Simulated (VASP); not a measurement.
# TiSi2: single point with PBE

The system is TiSi2.

```
Ti Si
1.0
     3.39626    0.00000    0.00000
     0.00000    3.39626    0.00000
     0.00000    0.00000    4.84899
Ti Si
1 2
Direct
  0.00000 0.00000 0.50000
  0.50000 0.50000 0.00000
  0.00000 0.00000 0.00000
```

```
Program                : VASP 6.6.1
Task                   : single point
Functional             : PBE
Potentials or basis    : VASP PAW PBE potentials, release 64 (Ti_sv, Si)
Cutoff                 : 520 eV
k mesh                 : 14 × 14 × 10
Occupations            : gaussian, width 0.1 eV
Spin                   : no spin polarisation
Dipole correction      : no
Further INCAR settings : ALGO = Normal; EDIFF = 1e-06; NBANDS = 17
```

- Pressure: 0.0 GPa
- Band gap on the k mesh: zero (band 10 reaches 7.59 eV, above the bottom of band 11 at 6.67 eV)

Stress tensor (GPa, compression positive):
```
-0.07  0.00  0.00
 0.00 -0.07  0.00
 0.00  0.00  0.05
```

Levels at points of the mesh, in eV from the Fermi level:
| k point | band 8 | band 9 | band 10 | band 11 | band 12 | band 13 |
| --- | --- | --- | --- | --- | --- | --- |
| (0.00, 0.00, 0.00) | -1.41 | -1.41 | -0.61 | -0.48 | 0.83 | 0.83 |
| (0.50, 0.00, 0.00) | -1.12 | -0.66 | 0.41 | 1.05 | 1.08 | 1.37 |
| (0.50, 0.50, 0.00) | -5.73 | -0.60 | -0.60 | -0.03 | 0.73 | 1.12 |
| (0.00, 0.00, 0.50) | -1.88 | -1.31 | -0.37 | 0.89 | 1.65 | 2.12 |
| (0.50, 0.00, 0.50) | -2.60 | -0.47 | -0.10 | 0.83 | 0.95 | 1.48 |
| (0.50, 0.50, 0.50) | -5.87 | -2.29 | -1.87 | 1.26 | 1.26 | 1.33 |

It took 3.7 min on 1 thread of AMD EPYC 7R13, on a shared host, peak memory 0.29 GiB.
